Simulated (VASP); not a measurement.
# ZrSe2 (P-3m1) in VASP: a series of runs

Runs on ZrSe2. Level: LDA. Tasks: band structure.

Everything below comes from runs of VASP 6.6.1. Logs are shortened: lines on timing, memory, paths and dates and some standing lists are left out, and cuts for length are marked.

## 1. The cell of the first run

Symmetry: P-3m1, No. 164, trigonal system. The conventional cell has a = 3.798 Å, b = 3.798 Å, c = 6.192 Å, α = 90.00°, β = 90.00°, γ = 120.00°. Zr (site symmetry -3m) has 6 Se at 2.68 Å within 3.5 Å. Within 3.5 Å of Se (site symmetry 3m) lie 3 Zr at 2.68 Å.

## 2. Band structure, LDA, non-collinear spin, zero start, spin-orbit coupling

Contents of POSCAR:

```
ZrSe2
1.0
    3.7980000000      0.0000000000      0.0000000000
   -1.8990000000      3.2891644836      0.0000000000
    0.0000000000      0.0000000000      6.1920000000
Zr Se
1 2
Direct
    0.0000000000      0.0000000000      0.0000000000
    0.6666666667      0.3333333333      0.7500000000
    0.3333333333      0.6666666667      0.2500000000
```

Contents of INCAR.step1:

```
ALGO     = Normal         # electronic algorithm
EDIFF    = 1E-6           # SCF threshold, eV
EFERMI   = MIDGAP       
ENCUT    = 260            # plane-wave cutoff, eV
GGA      = CA             # functional
GGA_COMPAT= False        
ISMEAR   = 0              # smearing method
KPAR     = 2            
LASPH    = True           # aspherical terms in the spheres
LCHARG   = True           # write CHGCAR
LMAXMIX  = 4              # l up to which the mixer works
LORBIT   = 11             # projections on sites
LREAL    = False          # projectors in reciprocal space
LSORBIT  = True           # spin-orbit coupling
LWAVE    = False          # write WAVECAR
MAGMOM   = 0 0 0 0 0 0 0 0 0 # initial moments
NBANDS   = 50             # bands
NELM     = 200            # most SCF steps
PREC     = Accurate       # precision mode
SIGMA    = 0.03           # smearing width, eV
```

Contents of KPOINTS.step1:

```
Automatic mesh
0
Gamma
  6 6 3
  0 0 0
```

Contents of INCAR.step2:

```
ALGO     = Normal         # electronic algorithm
EDIFF    = 1E-6           # SCF threshold, eV
EFERMI   = MIDGAP       
ENCUT    = 260            # plane-wave cutoff, eV
GGA      = CA             # functional
GGA_COMPAT= False        
ICHARG   = 11             # starting density
ISMEAR   = 0              # smearing method
KPAR     = 2            
LASPH    = True           # aspherical terms in the spheres
LCHARG   = False          # write CHGCAR
LMAXMIX  = 4              # l up to which the mixer works
LORBIT   = 11             # projections on sites
LREAL    = False          # projectors in reciprocal space
LSORBIT  = True           # spin-orbit coupling
LWAVE    = False          # write WAVECAR
MAGMOM   = 0 0 0 0 0 0 0 0 0 # initial moments
NBANDS   = 50             # bands
NELM     = 200            # most SCF steps
PREC     = Accurate       # precision mode
SIGMA    = 0.03           # smearing width, eV
```

Contents of KPOINTS.step2:

```
path GMKGALHA,LM,KH
12
line-mode
reciprocal
 0.0000000000  0.0000000000  0.0000000000  G
 0.5000000000  0.0000000000  0.0000000000  M

 0.5000000000  0.0000000000  0.0000000000  M
 0.3333333333  0.3333333333  0.0000000000  K

 0.3333333333  0.3333333333  0.0000000000  K
 0.0000000000  0.0000000000  0.0000000000  G

 0.0000000000  0.0000000000  0.0000000000  G
 0.0000000000  0.0000000000  0.5000000000  A

 0.0000000000  0.0000000000  0.5000000000  A
 0.5000000000  0.0000000000  0.5000000000  L

 0.5000000000  0.0000000000  0.5000000000  L
 0.3333333333  0.3333333333  0.5000000000  H

 0.3333333333  0.3333333333  0.5000000000  H
 0.0000000000  0.0000000000  0.5000000000  A

 0.5000000000  0.0000000000  0.5000000000  L
 0.5000000000  0.0000000000  0.0000000000  M

 0.3333333333  0.3333333333  0.0000000000  K
 0.3333333333  0.3333333333  0.5000000000  H
```

Potentials or basis: VASP PAW LDA potentials, release 64 (Zr_sv, Se).

On the command line:

```console
$ cat potpaw_LDA.64/Zr_sv/POTCAR potpaw_LDA.64/Se/POTCAR > POTCAR
$ cp INCAR.step1 INCAR
$ cp KPOINTS.step1 KPOINTS
$ mpirun -np 2 vasp_ncl > vasp.out
$ cp INCAR.step2 INCAR
$ cp KPOINTS.step2 KPOINTS
$ mpirun -np 2 vasp_ncl > vasp.out
```

OUTCAR:

```text
EDIFF = 1E-6
   EFERMI = MIDGAP
   ENCUT = 260
   GGA = CA
   ICHARG = 11
   ISMEAR = 0
   LASPH = True
   LORBIT = 11
   LREAL = False
   LSORBIT = True
   NELM = 200
   PREC = Accurate

 Generated    12 points on each line segment, for a total of    108 k-points:

 Following reciprocal coordinates:
            Coordinates               Weight
  0.000000  0.000000  0.000000      0.009259
  0.045455  0.000000  0.000000      0.009259
  0.090909  0.000000  0.000000      0.009259
  0.136364  0.000000  0.000000      0.009259
  0.181818  0.000000  0.000000      0.009259
  0.227273  0.000000  0.000000      0.009259
   k-points           NKPTS =    108   k-points in BZ     NKDIM =    108   number of bands    NBANDS=     50
   number of dos      NEDOS =    301   number of ions     NIONS =      3
   total plane-waves  NPLWV =  14400
   dimension x,y,z NGX =    20 NGY =   20 NGZ =   36
   dimension x,y,z NGXF=    40 NGYF=   40 NGZF=   72
   ions per type =               1   2
   NGX,Y,Z   is equivalent  to a cutoff of   8.75,  8.75,  9.67 a.u.
   NGXF,Y,Z  is equivalent  to a cutoff of  17.51, 17.51, 19.33 a.u.
 SYSTEM =  unknown system
   PREC   = accura    normal or accurate (medium, high low for compatibility)
   ISTART =      0    job   : 0-new  1-cont  2-samecut
   ICHARG =     11    charge: 1-file 2-atom 10-const
   ISPIN  =      1    spin polarized calculation?
   LNONCOLLINEAR =      T non collinear calculations
   LSORBIT =      T    spin-orbit coupling
   LASPH  =      T    aspherical Exc in radial PAW
   ENCUT  =  260.0 eV  19.11 Ry    4.37 a.u.   4.99  4.99  8.14*2*pi/ulx,y,z
   NELM   =    200;   NELMIN=  2; NELMDL=  0     # of ELM steps
   EDIFF  = 0.1E-05   stopping-criterion for ELM
   LREAL  =      F    real-space projection
   EDIFFG = 0.1E-04   stopping-criterion for IOM
   NSW    =      0    number of steps for IOM
   IBRION =     -1    ionic relax: 0-MD 1-quasi-New 2-CG
   NFREE  =      0    steps in history (QN), initial steepest desc. (CG)
   ISIF   =      2    stress and relaxation
   ISYM   =      2    0-nonsym 1-usesym 2-fastsym
   POTIM  = 0.5000    time-step for ionic-motion
   TEBEG  =    0.0;   TEEND  =   0.0 temperature during run

   SCALEE = 1.0000    scale energy and forces
   PSTRESS=    0.0 pullay stress
   NELECT =      24.0000    total number of electrons
   NUPDOWN=      -1.0000    fix difference up-down
   EMIN   =  10.00;   EMAX   =-10.00  energy-range for DOS
   EFERMI =   0.00;   METHOD = MIDGAP
   ISMEAR =     0;   SIGMA  =   0.03  broadening in eV -4-tet -1-fermi 0-gaus
   EFERMI_NEDOS =   21; number of points for ismear=-14 and -15
   IALGO  =     38    algorithm
   IMIX   =      4    mixing-type and parameters
     AMIX     =   0.40;   BMIX     =  1.00
     AMIX_MAG =   1.60;   BMIX_MAG =  1.00
  volume/ion in A,a.u.               =      25.78       174.00
  Fermi-wavevector in a.u.,A,eV,Ry     =   1.108293  2.094371 16.712230  1.228314
  Thomas-Fermi vector in A             =   2.244819
   LORBIT       =     11    0 simple, 1 ext, 2 COOP (PROOUT), +10 PAW based schemes
   GGA     = CA    functional components
   LHFCALC =     F    Hartree Fock is set to
   AEXX    =    0.0000 exact exchange contribution
   IVDW    =     0    specifies the selected vdW correction
   LEPSILON=     F    determine dielectric tensor
   LRPA    =     F    only Hartree local field effects (RPA)

   CSHIFT  =0.1000    complex shift for real part using Kramers Kronig

   OMEGAMAX=  -1.0    maximum frequency
 Gauss-broadening in eV      SIGMA  =   0.03
  energy-cutoff  :      260.00
  volume of cell :       77.35
 maximum number of plane-waves:      1532
 NGX is ok and might be reduce to    20

 number of electron      24.0000015 magnetization       0.0000000      0.0000000      0.0000000

 Free energy of the ion-electron system (eV)
  ---------------------------------------------------
  ext. energy  EPLUGINS =         0.00000000
  ---------------------------------------------------
  free energy    TOTEN  =       -20.99192045 eV

  energy without entropy =      -20.99191463  energy(sigma->0) =      -20.99191754

 E-fermi :   4.3969     XC(G=0):  -9.7591

 val. band max:        4.3291104319   @ k =   0.0000   0.0000   0.0000
 cond. band min:       4.4650023682   @ k =   0.5000   0.0000   0.5000
 fundamental gap:      0.1358919363
 Fermi energy:         4.3968616966

 k-point     1 :       0.0000    0.0000    0.0000
  band No.  band energies     occupation
      1     -44.9873      1.00000
      2     -44.9873      1.00000
      3     -24.3121      1.00000
      4     -24.3121      1.00000
      5     -22.6143      1.00000
      6     -22.6143      1.00000
[... 28 lines left out ...]
     35       8.7010      0.00000
     36       8.7010      0.00000

 k-point     2 :       0.0455    0.0000    0.0000
  band No.  band energies     occupation
      1     -44.9870      1.00000
      2     -44.9870      1.00000
      3     -24.3131      1.00000
      4     -24.3131      1.00000
      5     -22.6146      1.00000
      6     -22.6146      1.00000
[... 28 lines left out ...]
     35       8.8317      0.00000
     36       8.8317      0.00000
[... 115 lines left out ...]
     35      10.2236      0.00000
     36      10.2236      0.00000

 k-point     6 :       0.2273    0.0000    0.0000
  band No.  band energies     occupation
      1     -44.9822      1.00000
      2     -44.9822      1.00000
      3     -24.3337      1.00000
      4     -24.3337      1.00000
      5     -22.6295      1.00000
      6     -22.6295      1.00000
[... 28 lines left out ...]
     35      10.6631      0.00000
     36      10.6631      0.00000

 [... further k-points ...]

 [bands above 36 left out]

------------------------ aborting loop because EDIFF is reached ----------------------------------------

  FORCE on cell =-STRESS in cart. coord.  units (eV):
  Direction    XX          YY          ZZ          XY          YZ          ZX
  --------------------------------------------------------------------------------------
  -------------------------------------------------------------------------------------
  Total        0.2693682      0.2693682     -0.4921334      0.0000000     -0.0000000     -0.0000000
  in kB        5.5793735      5.5793735    -10.1934668      0.0000000     -0.0000000     -0.0000000
  external PRESSURE =       0.3217600 kB  Pullay stress =       0.0000000 kB

 VOLUME and BASIS-vectors are now :
 -----------------------------------------------------------------------------
  energy-cutoff  :      260.00
  volume of cell :       77.35
      direct lattice vectors                 reciprocal lattice vectors
     3.798000000  0.000000000  0.000000000     0.263296472  0.152014289  0.000000000
    -1.899000000  3.289164484  0.000000000     0.000000000  0.304028578  0.000000000
     0.000000000  0.000000000  6.192000000     0.000000000  0.000000000  0.161498708

 POSITION                                       TOTAL-FORCE (eV/Angst)
 -----------------------------------------------------------------------------------
      0.00000      0.00000      0.00000        -0.000000      0.000000      0.000000
      1.89900      1.09639      4.64400         0.000000      0.000000      0.220409
     -0.00000      2.19278      1.54800        -0.000000     -0.000000     -0.220409
 -----------------------------------------------------------------------------------
    total drift:                               -0.000000     -0.000000      0.000000

  FREE ENERGIE OF THE ION-ELECTRON SYSTEM (eV)
  ---------------------------------------------------
  free  energy   TOTEN  =       -20.9919204490 eV

  energy  without entropy=      -20.9919146325  energy(sigma->0) =      -20.99191754

 Spin-Orbit-Coupling matrix elements

 Ion:    1  E_soc:     -0.1459351
 l=   1
     0.0000000    -0.0232626    -0.0232415
    -0.0232626     0.0000000    -0.0232626
    -0.0232415    -0.0232626     0.0000000
 l=   2
     0.0000000    -0.0002673     0.0000000    -0.0002673    -0.0007815
    -0.0002673     0.0000000    -0.0004928    -0.0003645    -0.0002673
     0.0000000    -0.0004928     0.0000000    -0.0004928     0.0000000
    -0.0002673    -0.0003645    -0.0004928     0.0000000    -0.0002673
    -0.0007815    -0.0002673     0.0000000    -0.0002673     0.0000000
 l=   3
     0.0000000     0.0000000     0.0000000     0.0000000     0.0000000     0.0000000     0.0000000
     0.0000000     0.0000000     0.0000000     0.0000000     0.0000000     0.0000000     0.0000000
     0.0000000     0.0000000     0.0000000     0.0000000     0.0000000     0.0000000     0.0000000
     0.0000000     0.0000000     0.0000000     0.0000000     0.0000000     0.0000000     0.0000000
     0.0000000     0.0000000     0.0000000     0.0000000     0.0000000     0.0000000     0.0000000
     0.0000000     0.0000000     0.0000000     0.0000000     0.0000000     0.0000000     0.0000000
     0.0000000     0.0000000     0.0000000     0.0000000     0.0000000     0.0000000     0.0000000

 Ion:    2  E_soc:     -0.0405936
 l=   1
     0.0000000    -0.0068281    -0.0066604
    -0.0068281     0.0000000    -0.0068281
    -0.0066604    -0.0068281     0.0000000
 l=   2
     0.0000000     0.0000008     0.0000000     0.0000008     0.0000013
     0.0000008     0.0000000     0.0000052     0.0000049     0.0000008
     0.0000000     0.0000052     0.0000000     0.0000052     0.0000000
     0.0000008     0.0000049     0.0000052     0.0000000     0.0000008
     0.0000013     0.0000008     0.0000000     0.0000008     0.0000000
 l=   3
     0.0000000     0.0000000     0.0000000     0.0000000     0.0000000     0.0000000     0.0000000
     0.0000000     0.0000000     0.0000000     0.0000000     0.0000000     0.0000000     0.0000000
     0.0000000     0.0000000     0.0000000     0.0000000     0.0000000     0.0000000     0.0000000
     0.0000000     0.0000000     0.0000000     0.0000000     0.0000000     0.0000000     0.0000000
     0.0000000     0.0000000     0.0000000     0.0000000     0.0000000     0.0000000     0.0000000
     0.0000000     0.0000000     0.0000000     0.0000000     0.0000000     0.0000000     0.0000000
     0.0000000     0.0000000     0.0000000     0.0000000     0.0000000     0.0000000     0.0000000

 Ion:    3  E_soc:     -0.0405936
 l=   1
     0.0000000    -0.0068281    -0.0066604
    -0.0068281     0.0000000    -0.0068281
    -0.0066604    -0.0068281     0.0000000
 l=   2
     0.0000000     0.0000008     0.0000000     0.0000008     0.0000013
     0.0000008     0.0000000     0.0000052     0.0000049     0.0000008
     0.0000000     0.0000052     0.0000000     0.0000052     0.0000000
     0.0000008     0.0000049     0.0000052     0.0000000     0.0000008
     0.0000013     0.0000008     0.0000000     0.0000008     0.0000000
 l=   3
     0.0000000     0.0000000     0.0000000     0.0000000     0.0000000     0.0000000     0.0000000
     0.0000000     0.0000000     0.0000000     0.0000000     0.0000000     0.0000000     0.0000000
     0.0000000     0.0000000     0.0000000     0.0000000     0.0000000     0.0000000     0.0000000
     0.0000000     0.0000000     0.0000000     0.0000000     0.0000000     0.0000000     0.0000000
     0.0000000     0.0000000     0.0000000     0.0000000     0.0000000     0.0000000     0.0000000
     0.0000000     0.0000000     0.0000000     0.0000000     0.0000000     0.0000000     0.0000000
     0.0000000     0.0000000     0.0000000     0.0000000     0.0000000     0.0000000     0.0000000

 total charge

# of ion       s       p       d       tot
------------------------------------------
    1        2.161   5.999   1.418   9.578
    2        1.458   2.462   0.027   3.947
    3        1.458   2.462   0.027   3.947
--------------------------------------------------
tot          5.077  10.922   1.472  17.471

 magnetization (x)

# of ion       s       p       d       tot
------------------------------------------
    1        0.000   0.000  -0.000   0.000
    2       -0.000   0.000   0.000  -0.000
    3        0.000   0.000   0.000   0.000
--------------------------------------------------
tot         -0.000   0.000   0.000  -0.000

 magnetization (y)

# of ion       s       p       d       tot
------------------------------------------
    1        0.000  -0.000   0.000   0.000
    2       -0.000   0.000   0.000  -0.000
    3       -0.000   0.000   0.000  -0.000
--------------------------------------------------
tot         -0.000  -0.000   0.000  -0.000

 magnetization (z)

# of ion       s       p       d       tot
------------------------------------------
    1        0.000  -0.000  -0.000   0.000
    2        0.000   0.000   0.000   0.000
    3        0.000   0.000   0.000   0.000
--------------------------------------------------
tot          0.000  -0.000  -0.000   0.000
```

Wall time 55 s (2 MPI ranks of Intel Xeon 6975P-C (Granite Rapids), shared host); peak memory 0.29 GiB.

What came out:

* Net moment: 0.00 μB per cell

Moments on the atoms (μB; x, y, z):
```
Zr  0.00 0.00 0.00
Se  0.00 0.00 0.00
Se  0.00 0.00 0.00
```

Caveat: the cutoff is under 1.25 times the usual one of these potentials, so pressure, stress and relaxed cells hold a basis-set (Pulay) error; the log is that of the step along the path at fixed density, whose energy, stress, charges and moments have no meaning.

(Continued in part 2 of 2.)
